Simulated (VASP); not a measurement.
A run of VASP 6.6.1 is set up as follows.

Contents of INCAR:

```
SYSTEM = Al2O3
  ALGO = Normal
  EDIFF = 1E-7
  ENCUT = 520
  GGA = PS
  ISIF = 2
  ISMEAR = 0
  LASPH = .TRUE.
  LCHARG = .TRUE.
  LELF = .TRUE.
  LREAL = .FALSE.
  LVHAR = .TRUE.
  LWAVE = .FALSE.
  NBANDS = 20
  NELM = 100
  PREC = Accurate
  SIGMA = 0.05
```

The input KPOINTS:

```
k-points
0
G
  12 12 4
  0 0 0
```

POSCAR

```
Al2O3
1.0
    3.2588811475      0.0000000000      0.0000000000
   -1.6294405738      2.8222738617      0.0000000000
    0.0000000000      0.0000000000      6.9686651220
Al O
2 3
Direct
    0.0000000000      0.0000000000      0.2779510000
    0.0000000000      0.0000000000      0.7220490000
    0.3333333333      0.6666666667      0.1994540000
    0.6666666667      0.3333333333      0.8005460000
    0.0000000000      0.0000000000      0.5000000000
```

Potentials or basis: VASP PAW PBE potentials, release 64 (Al, O).

Run with:

```bash
$ cat potpaw_PBE.64/Al/POTCAR potpaw_PBE.64/O/POTCAR > POTCAR
$ mpirun -np 1 vasp_std > vasp.out
```

Predict the pressure.

-2.9 GPa.

Estimate the largest force.

6.260 eV/Å.

Estimate the band gap on the k mesh.

2.73 eV, indirect (least direct gap 3.09 eV).

Forces on the atoms (eV/Å):
```
Al   0.000  0.000 -6.260
Al   0.000  0.000  6.260
O    0.000  0.000  0.468
O    0.000  0.000 -0.468
O    0.000  0.000  0.000
```

Caveat: the cell differs from its parent crystal (strain +0.080 along x and y, -0.080 along z); the PAW data sets were made with another functional, which shifts forces and pressure a little. A k mesh can miss the band edges.
